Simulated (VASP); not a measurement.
The system is LiMg2.

```xyz
6
Lattice="3.1225 0.0000 0.0000 -1.5612 2.7041 0.0000 0.0000 0.0000 15.2354" Properties=species:S:1:pos:R:3 pbc="T T T"
Li    1.5612    0.9014   10.1588
Li    1.5612    0.9014    5.0766
Mg    1.5612    0.9014    0.0000
Mg    0.0000    0.0000   12.6312
Mg    0.0000    0.0000    7.6177
Mg    0.0000    0.0000    2.6042
```

- Program: VASP 6.6.1
- Task: relaxation of cell and atoms
- Functional: LDA
- Potentials or basis: VASP PAW LDA potentials, release 64 (Li_sv, Mg)
- Cutoff: 600 eV
- k mesh: 8 × 8 × 2
- Occupations: gaussian, width 0.05 eV
- Spin: no spin polarisation

At the start: pressure -1.6 GPa; volume 21.44 Å³/atom.

Question: How do energy, volume and symmetry change on relaxing?

Answer: Over 6 steps the energy falls by 6.3 meV/atom and the volume is 20.30 Å³/atom (-5.3 %); space group P-6m2 (No. 187, to 0.1 Å) before and after.

Step by step:
```csv
step,energy change (eV),largest force (eV/Å),pressure (GPa),volume (Å³)
1,0.0000,0.0582,-1.59,128.64
2,-0.0301,0.0258,-0.73,124.72
3,-0.0375,0.0017,-0.02,121.92
4,-0.0375,0.0032,0.03,121.74
5,-0.0378,0.0034,0.02,121.77
6,-0.0379,0.0039,0.00,121.83
```

Final structure:
```cif
data_structure
_symmetry_space_group_name_H-M 'P 1'
_symmetry_Int_Tables_number 1
_cell_length_a 3.0794
_cell_length_b 3.0794
_cell_length_c 14.8350
_cell_angle_alpha 90.000
_cell_angle_beta 90.000
_cell_angle_gamma 120.000
_cell_volume 121.83
loop_
_atom_site_label
_atom_site_type_symbol
_atom_site_fract_x
_atom_site_fract_y
_atom_site_fract_z
_atom_site_occupancy
Li1 Li 0.66667 0.33333 0.66683 1
Li2 Li 0.66667 0.33333 0.33317 1
Mg1 Mg 0.66667 0.33333 0.00000 1
Mg2 Mg 0.00000 0.00000 0.82937 1
Mg3 Mg 0.00000 0.00000 0.50000 1
Mg4 Mg 0.00000 0.00000 0.17063 1
```

Caveat: the cutoff is under 1.25 times the usual one of these potentials, so pressure, stress and relaxed cells hold a basis-set (Pulay) error.
